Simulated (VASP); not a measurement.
# Co (Fd-3m) in VASP: notebook

The runs below take Co through single point, with PBEsol.

All numbers are computed with VASP 6.6.1; they aren't measurements. Logs are shortened: lines on timing, memory, paths and dates and some standing lists are left out, and cuts for length are marked.

## (1) The cell of the first run

It takes space group Fd-3m (No. 227, cubic). Conventional cell: a = 6.414 Å, b = 6.414 Å, c = 6.414 Å, α = 90.00°, β = 90.00°, γ = 90.00°. Co (site symmetry -43m) has 16 Co at 2.66 to 2.78 Å within 3.5 Å. Within 3.0 Å of Co (site symmetry -3m) lie 12 Co at 2.27 to 2.66 Å.

This isn't the form of Co at room conditions, which is hcp.

## (2) Single point, PBEsol, collinear spin, ferromagnetic start

INCAR

```
PREC = Accurate
ENCUT = 520
EDIFF = 1E-6
ISMEAR = 0
SIGMA = 0.1
LREAL = F
LASPH = T
NELM = 150
ALGO = Normal
ISIF = 2
LWAVE = F
LCHARG = F
ISPIN = 2
MAGMOM = 1.98 1.98 1.91 1.91 1.91 1.91
LORBIT = 11
LMAXMIX = 4
GGA = PS
NBANDS = 40
```

KPOINTS

```
Automatic mesh
0
Gamma
  10 10 10
```

POSCAR

```
Co
1.0
    0.0000000000      3.2068817957      3.2068817957
    3.2068817957      0.0000000000      3.2068817957
    3.2068817957      3.2068817957      0.0000000000
Co
6
Direct
    0.2500000000      0.2500000000      0.2500000000
    0.0000000000      0.0000000000      0.0000000000
    0.6250000000      0.6250000000      0.1250000000
    0.6250000000      0.1250000000      0.6250000000
    0.1250000000      0.6250000000      0.6250000000
    0.6250000000      0.6250000000      0.6250000000
```

Potentials or basis: VASP PAW PBE potentials, release 64 (Co).

The run is started by

```sh
$ cat potpaw_PBE.64/Co/POTCAR > POTCAR
$ mpirun -np 1 vasp_std > vasp.out
```

OUTCAR:

```text
PREC = Accurate
   ENCUT = 520
   EDIFF = 1E-6
   ISMEAR = 0
   LREAL = F
   LASPH = T
   NELM = 150
   ISIF = 2
   ISPIN = 2
   LORBIT = 11
   GGA = PS

 ion  position               nearest neighbor table
   1  0.250  0.250  0.250-   4 2.66   5 2.66   3 2.66   5 2.66   3 2.66   4 2.66   5 2.66   3 2.66
                             6 2.66   4 2.66   6 2.66   6 2.66   2 2.78   2 2.78   2 2.78   2 2.78
   2  0.000  0.000  0.000-   3 2.66   4 2.66   3 2.66   5 2.66   4 2.66   5 2.66   6 2.66   6 2.66
                             6 2.66   3 2.66   4 2.66   5 2.66   1 2.78   1 2.78   1 2.78   1 2.78
   3  0.625  0.625  0.125-   6 2.27   4 2.27   5 2.27   6 2.27   4 2.27   5 2.27   2 2.66   1 2.66
                             2 2.66   1 2.66   1 2.66   2 2.66
   4  0.625  0.125  0.625-   6 2.27   3 2.27   3 2.27   5 2.27   6 2.27   5 2.27   2 2.66   1 2.66
                             2 2.66   1 2.66   1 2.66   2 2.66
   5  0.125  0.625  0.625-   6 2.27   3 2.27   4 2.27   3 2.27   4 2.27   6 2.27   1 2.66   2 2.66
                             1 2.66   2 2.66   1 2.66   2 2.66
   6  0.625  0.625  0.625-   3 2.27   4 2.27   5 2.27   3 2.27   4 2.27   5 2.27   2 2.66   1 2.66
                             2 2.66   1 2.66   2 2.66   1 2.66

  LATTYP: Found a face centered cubic cell.
 ALAT       =     6.4137635914

  Lattice vectors:

 A1 = (   0.0000000000,   3.2068817957,   3.2068817957)
 A2 = (   3.2068817957,   0.0000000000,   3.2068817957)
 A3 = (   3.2068817957,   3.2068817957,   0.0000000000)

Analysis of symmetry for initial positions (statically):
=====================================================================
 Subroutine PRICEL returns:
 Original cell was already a primitive cell.

 Routine SETGRP: Setting up the symmetry group for a
 face centered cubic supercell.

 Subroutine GETGRP returns: Found 48 space group operations
 (whereof 24 operations were pure point group operations)
 out of a pool of 48 trial point group operations.

The static configuration has the point symmetry T_d .
 The point group associated with its full space group is O_h .

Analysis of symmetry for dynamics (positions and initial velocities):
=====================================================================
 Subroutine PRICEL returns:
 Original cell was already a primitive cell.

 Routine SETGRP: Setting up the symmetry group for a
 face centered cubic supercell.

 Subroutine GETGRP returns: Found 48 space group operations
 (whereof 24 operations were pure point group operations)
 out of a pool of 48 trial point group operations.

The dynamic configuration has the point symmetry T_d .
 The point group associated with its full space group is O_h .

Analysis of structural, dynamic, and magnetic symmetry:
=====================================================================
 Subroutine PRICEL returns:
 Original cell was already a primitive cell.

 Routine SETGRP: Setting up the symmetry group for a
 face centered cubic supercell.

 Subroutine GETGRP returns: Found 48 space group operations
 (whereof 24 operations were pure point group operations)
 out of a pool of 48 trial point group operations.

The overall configuration has the point symmetry T_d .
 The point group associated with its full space group is O_h .

 Subroutine INISYM returns: Found 48 space group operations
 (whereof 24 operations are pure point group operations),
 and found     1 'primitive' translations

----------------------------------------------------------------------------------------

                                     Primitive cell

  volume of cell :      65.9597

  direct lattice vectors                    reciprocal lattice vectors
     0.000000000  3.206881796  3.206881796    -0.155914696  0.155914696  0.155914696
     3.206881796  0.000000000  3.206881796     0.155914696 -0.155914696  0.155914696
     3.206881796  3.206881796  0.000000000     0.155914696  0.155914696 -0.155914696

  length of vectors
     4.535215728  4.535215728  4.535215728     0.270052175  0.270052175  0.270052175

  position of ions in fractional coordinates (direct lattice)
     0.250000000  0.250000000  0.250000000
     0.000000000  0.000000000  0.000000000
     0.625000000  0.625000000  0.125000000
     0.625000000  0.125000000  0.625000000
     0.125000000  0.625000000  0.625000000
     0.625000000  0.625000000  0.625000000

  ion indices of the primitive-cell ions
   primitive index   ion index
[... 63 lines left out ...]
   dimension x,y,z NGX =    36 NGY =   36 NGZ =   36
   dimension x,y,z NGXF=    72 NGYF=   72 NGZF=   72
   ions per type =               6
   NGX,Y,Z   is equivalent  to a cutoff of  13.20, 13.20, 13.20 a.u.
   NGXF,Y,Z  is equivalent  to a cutoff of  26.39, 26.39, 26.39 a.u.
 SYSTEM =  unknown system
   PREC   = accura    normal or accurate (medium, high low for compatibility)
   ISTART =      0    job   : 0-new  1-cont  2-samecut
   ICHARG =      2    charge: 1-file 2-atom 10-const
   ISPIN  =      2    spin polarized calculation?
   LNONCOLLINEAR =      F non collinear calculations
   LSORBIT =      F    spin-orbit coupling
   LASPH  =      T    aspherical Exc in radial PAW
   ENCUT  =  520.0 eV  38.22 Ry    6.18 a.u.   8.43  8.43  8.43*2*pi/ulx,y,z
   NELM   =    150;   NELMIN=  2; NELMDL= -5     # of ELM steps
   EDIFF  = 0.1E-05   stopping-criterion for ELM
   LREAL  =      F    real-space projection
   EDIFFG = 0.1E-04   stopping-criterion for IOM
   NSW    =      0    number of steps for IOM
   IBRION =     -1    ionic relax: 0-MD 1-quasi-New 2-CG
   NFREE  =      0    steps in history (QN), initial steepest desc. (CG)
   ISIF   =      2    stress and relaxation
   ISYM   =      2    0-nonsym 1-usesym 2-fastsym
   POTIM  = 0.5000    time-step for ionic-motion
   TEBEG  =    0.0;   TEEND  =   0.0 temperature during run
   PSTRESS=    0.0 pullay stress
   NELECT =      54.0000    total number of electrons
   NUPDOWN=      -1.0000    fix difference up-down
   EMIN   =  10.00;   EMAX   =-10.00  energy-range for DOS
   EFERMI =   0.00;   METHOD = LEGACY
   ISMEAR =     0;   SIGMA  =   0.10  broadening in eV -4-tet -1-fermi 0-gaus
   EFERMI_NEDOS =   21; number of points for ismear=-14 and -15
   IALGO  =     38    algorithm
   IMIX   =      4    mixing-type and parameters
     AMIX     =   0.40;   BMIX     =  1.00
     AMIX_MAG =   1.60;   BMIX_MAG =  1.00
  volume/ion in A,a.u.               =      10.99        74.19
  Fermi-wavevector in a.u.,A,eV,Ry     =   1.531486  2.894090 31.911791  2.345450
  Thomas-Fermi vector in A             =   2.638824
   LORBIT       =     11    0 simple, 1 ext, 2 COOP (PROOUT), +10 PAW based schemes
   GGA     = PS    functional components
   LHFCALC =     F    Hartree Fock is set to
   AEXX    =    0.0000 exact exchange contribution
   IVDW    =     0    specifies the selected vdW correction
   LEPSILON=     F    determine dielectric tensor
   LRPA    =     F    only Hartree local field effects (RPA)
 spin polarized calculation
 Gauss-broadening in eV      SIGMA  =   0.10
  energy-cutoff  :      520.00
  volume of cell :       65.96
 maximum number of plane-waves:      1807
 NGX is ok and might be reduce to    36
   NGX = 17   NGY = 17   NGZ = 17

 number of electron      54.0000031 magnetization       9.4026440

 number of electron      54.0000031 magnetization      10.2527972

 Free energy of the ion-electron system (eV)
  ---------------------------------------------------
  ext. energy  EPLUGINS =         0.00000000
  ---------------------------------------------------
  free energy    TOTEN  =       -45.08003404 eV

  energy without entropy =      -45.04543939  energy(sigma->0) =      -45.06273672

 E-fermi :  10.2260     XC(G=0): -13.4645

 val. band max:       10.2244002508   @ k =  -0.4000   0.2000   0.0000
 cond. band min:      10.2314840383   @ k =   0.4000   0.3000   0.0000
 fundamental gap:      0.0070837874
 Fermi energy:        10.2260087401

 spin component 1

 k-point     1 :       0.0000    0.0000    0.0000
  band No.  band energies     occupation
      1       0.9412      1.00000
      2       3.7499      1.00000
      3       4.9566      1.00000
      4       4.9566      1.00000
      5       4.9566      1.00000
      6       5.6185      1.00000
[... 997 lines left out ...]
     38      19.3816      0.00000
     39      20.7687      0.00000

 [... further k-points ...]

 spin component 2

 k-point     1 :       0.0000    0.0000    0.0000
  band No.  band energies     occupation
      1       1.0570      1.00000
      2       4.9007      1.00000
      3       6.1753      1.00000
      4       6.1753      1.00000
      5       6.1753      1.00000
      6       6.8599      1.00000
[... 997 lines left out ...]
     38      19.9938      0.00000
     39      21.3782      0.00000

 [... further k-points ...]

 [bands above 39 left out]

------------------------ aborting loop because EDIFF is reached ----------------------------------------

  FORCE on cell =-STRESS in cart. coord.  units (eV):
  Direction    XX          YY          ZZ          XY          YZ          ZX
  --------------------------------------------------------------------------------------
  -------------------------------------------------------------------------------------
  Total       -0.3728804     -0.3728804     -0.3728804      0.0000000      0.0000000     -0.0000000
  in kB       -9.0573524     -9.0573524     -9.0573524      0.0000000      0.0000000     -0.0000000
  external PRESSURE =      -9.0573524 kB  Pullay stress =       0.0000000 kB

 VOLUME and BASIS-vectors are now :
 -----------------------------------------------------------------------------
  energy-cutoff  :      520.00
  volume of cell :       65.96
      direct lattice vectors                 reciprocal lattice vectors
     0.000000000  3.206881796  3.206881796    -0.155914696  0.155914696  0.155914696
     3.206881796  0.000000000  3.206881796     0.155914696 -0.155914696  0.155914696
     3.206881796  3.206881796  0.000000000     0.155914696  0.155914696 -0.155914696

 POSITION                                       TOTAL-FORCE (eV/Angst)
 -----------------------------------------------------------------------------------
      1.60344      1.60344      1.60344         0.000000     -0.000000     -0.000000
      0.00000      0.00000      0.00000         0.000000      0.000000      0.000000
      2.40516      2.40516      4.00860        -0.000000     -0.000000     -0.000000
      2.40516      4.00860      2.40516        -0.000000     -0.000000     -0.000000
      4.00860      2.40516      2.40516        -0.000000     -0.000000     -0.000000
      4.00860      4.00860      4.00860        -0.000000     -0.000000     -0.000000
 -----------------------------------------------------------------------------------
    total drift:                                0.000000      0.000000      0.000000

  FREE ENERGIE OF THE ION-ELECTRON SYSTEM (eV)
  ---------------------------------------------------
  free  energy   TOTEN  =       -45.0800340418 eV

  energy  without entropy=      -45.0454393926  energy(sigma->0) =      -45.06273672

 total charge

# of ion       s       p       d       tot
------------------------------------------
    1        0.403   0.422   7.190   8.014
    2        0.403   0.422   7.190   8.014
    3        0.549   0.599   7.317   8.465
    4        0.549   0.599   7.317   8.465
    5        0.549   0.599   7.317   8.465
    6        0.549   0.599   7.317   8.465
--------------------------------------------------
tot          3.001   3.239  43.650  49.891

 magnetization (x)

# of ion       s       p       d       tot
------------------------------------------
    1       -0.007  -0.037   1.818   1.774
    2       -0.007  -0.037   1.818   1.774
    3       -0.009  -0.048   1.747   1.690
    4       -0.009  -0.048   1.747   1.690
    5       -0.009  -0.048   1.747   1.690
    6       -0.009  -0.048   1.747   1.690
--------------------------------------------------
tot         -0.048  -0.266  10.623  10.309
```

Wall time 4.9 min (1 thread of Intel Xeon Platinum 8488C (Sapphire Rapids), shared host); peak memory 0.34 GiB.

Results:

```yaml
Free_energy: -45.0800 eV
Pressure: -0.9 GPa
Net_moment: 10.25 μB per cell
Site_moments: Co +1.77, +1.69 (each value once) μB
Valence_electrons_inside_the_program's_atomic_spheres: Co 8.01, 8.46 (each value once)
```

Levels at points of the mesh, in eV from the Fermi level:
Spin up:
```csv
k point,band 28,band 29,band 30,band 31,band 32,band 33,band 34,band 35,band 36,band 37
"(0.00, 0.00, 0.00)",-1.14,-0.20,-0.20,-0.20,1.12,2.73,2.73,2.73,6.45,6.45
"(0.50, 0.00, 0.00)",-1.29,-1.29,-1.01,-1.01,-0.20,1.93,2.27,2.27,5.37,5.37
"(0.50, 0.50, 0.00)",-1.53,-1.35,-1.35,-1.32,-1.32,1.27,1.27,2.02,2.02,11.52
```
Spin down:
| k point | band 20 | band 21 | band 22 | band 23 | band 24 | band 25 |
| --- | --- | --- | --- | --- | --- | --- |
| (0.00, 0.00, 0.00) | -0.53 | 0.14 | 0.14 | 0.14 | 0.62 | 0.62 |
| (0.50, 0.00, 0.00) | -0.58 | -0.29 | -0.25 | -0.25 | 0.08 | 0.15 |
| (0.50, 0.50, 0.00) | -0.46 | -0.18 | -0.18 | -0.07 | -0.07 | 0.41 |

Caveat: the PAW data sets were made with another functional, which shifts forces and pressure a little.

## (3) Single point, PBEsol, collinear spin, ferromagnetic start

This run uses another cell than the first one, of 11.10 Å³/atom.

INCAR: that of step 2 with these lines changed.

```diff
@@ -8,3 +8,3 @@
 NELM = 150
-ALGO = Normal
+ALGO = Fast
 ISIF = 2
@@ -13,3 +13,3 @@
 ISPIN = 2
-MAGMOM = 1.98 1.98 1.91 1.91 1.91 1.91
+MAGMOM = 3 3 3 3 3 3
 LORBIT = 11
```

KPOINTS

```
regular mesh
0
Gamma
  6 6 6
```

POSCAR: that of step 2 with these lines changed.

```diff
@@ -2,5 +2,5 @@
 1.0
-    0.0000000000      3.2068817957      3.2068817957
-    3.2068817957      0.0000000000      3.2068817957
-    3.2068817957      3.2068817957      0.0000000000
+    0.0000000000      3.2173717600      3.2173717600
+    3.2173717600      0.0000000000      3.2173717600
+    3.2173717600      3.2173717600      0.0000000000
 Co
```

Potentials or basis: VASP PAW PBE potentials, release 64 (Co).

The run is started by

```sh
$ cat potpaw_PBE.64/Co/POTCAR > POTCAR
$ mpirun -np 1 vasp_std > vasp.out
```

It took 2.1 min on 1 thread of Intel Xeon Platinum 8259CL at 2.50GHz (Skylake/Cascade Lake), shared host; peak memory 0.26 GiB.

Results (log left out):

```
Free energy                                           : -45.0265 eV
Pressure                                              : -3.6 GPa
Band gap on the k mesh                                : zero (filled and empty bands overlap)
Net moment                                            : 10.02 μB per cell
Site moments                                          : Co +1.74, +1.66 (each value once) μB
Valence electrons inside the program's atomic spheres : Co 8.00, 8.44 (each value once)
```

Levels at points of the mesh, in eV from the Fermi level:
Spin up:
```tsv
k point	band 30	band 31	band 32	band 33	band 34	band 35
(0.00, 0.00, 0.00)	-0.20	-0.20	1.11	2.71	2.71	2.71
(0.50, 0.00, 0.00)	-1.00	-1.00	-0.20	1.91	2.25	2.25
(0.50, 0.50, 0.00)	-1.33	-1.30	-1.30	1.25	1.25	1.99
```
Spin down:
| k point | band 18 | band 19 | band 20 | band 21 | band 22 | band 23 | band 24 | band 25 | band 26 | band 27 |
| --- | --- | --- | --- | --- | --- | --- | --- | --- | --- | --- |
| (0.00, 0.00, 0.00) | -0.87 | -0.54 | -0.54 | 0.12 | 0.12 | 0.12 | 0.59 | 0.59 | 0.59 | 0.89 |
| (0.50, 0.00, 0.00) | -0.68 | -0.59 | -0.59 | -0.30 | -0.26 | -0.26 | 0.06 | 0.13 | 0.29 | 0.29 |
| (0.50, 0.50, 0.00) | -1.44 | -0.47 | -0.47 | -0.19 | -0.19 | -0.08 | -0.08 | 0.39 | 0.39 | 0.40 |

Caveat: the cell stands under tension; the PAW data sets were made with another functional, which shifts forces and pressure a little.

[end of part 1 of 2]
